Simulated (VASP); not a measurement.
Write the native input for VASP 6.6.1 that does the following.

| Quantity | Value |
| --- | --- |
| Task | relaxation of cell and atoms |
| Functional | PBE |
| Potentials or basis | VASP PAW PBE potentials, release 64 (Sn_d, Se) |
| Cutoff | 600 eV |
| k mesh | 10 × 10 × 6 |
| Occupations | fermi-dirac, width 0.05 eV |
| Spin | no spin polarisation |
| Target pressure | 4.1 GPa |
| Dipole correction | no |
| Further INCAR settings | ALGO = Normal; EDIFF = 1e-07; IBRION = 2; EDIFFG = -0.005; NSW = 60; ISIF = 3 |

The structure of SnSe (NiAs type) lies in POSCAR:

```
SnSe
1.0
    4.2577714772      0.0000000000      0.0000000000
   -2.1288857386      3.6873382627      0.0000000000
    0.0000000000      0.0000000000      6.5995457896
Sn Se
2 2
Direct
    0.0000000000      0.0000000000      0.0000000000
    0.0000000000      0.0000000000      0.5000000000
    0.3333333333      0.6666666667      0.2500000000
    0.6666666667      0.3333333333      0.7500000000
```

These files were run (other wordings do the same):

INCAR

```
SYSTEM = SnSe
PREC = Accurate
ENCUT = 600
EDIFF = 1E-7
ISMEAR = -1
SIGMA = 0.05
LREAL = .FALSE.
LASPH = .TRUE.
NELM = 100
ALGO = Normal
ISIF = 3
LWAVE = .FALSE.
LCHARG = .FALSE.
GGA = PE
IBRION = 2
NSW = 60
EDIFFG = -0.005
PSTRESS = 41.0
```

KPOINTS

```
regular mesh
0
G
  10 10 6
  0 0 0
```

Potentials or basis: VASP PAW PBE potentials, release 64 (Sn_d, Se).

Launch:

```console
$ cat potpaw_PBE.64/Sn_d/POTCAR potpaw_PBE.64/Se/POTCAR > POTCAR
$ mpirun -np 1 vasp_std > vasp.out
```

It gave:

- Relaxed volume: 25.91 Å³/atom
- Relaxed cell: a = 3.981 Å, b = 3.981 Å, c = 7.549 Å, α = 90.00°, β = 90.00°, γ = 120.00°
- Space group after relaxing (to 0.05 Å): P6_3/mmc (No. 194)
- Energy change on relaxing (the enthalpy is what falls): -54.8 meV/atom
- Ionic steps: 13
- Pressure after relaxing: 4.1 GPa
- Band gap on the k mesh: zero (band 20 reaches 6.94 eV, above the bottom of band 21 at 6.02 eV)

Caveat: the cell is relaxed towards a set pressure, so the enthalpy falls and the energy may rise; spin-orbit coupling is left out, which moves the levels of the heavy elements.

It took 28 min on 1 thread of Oxide Virtual Turin-like Processor, on a shared host, peak memory 0.33 GiB.
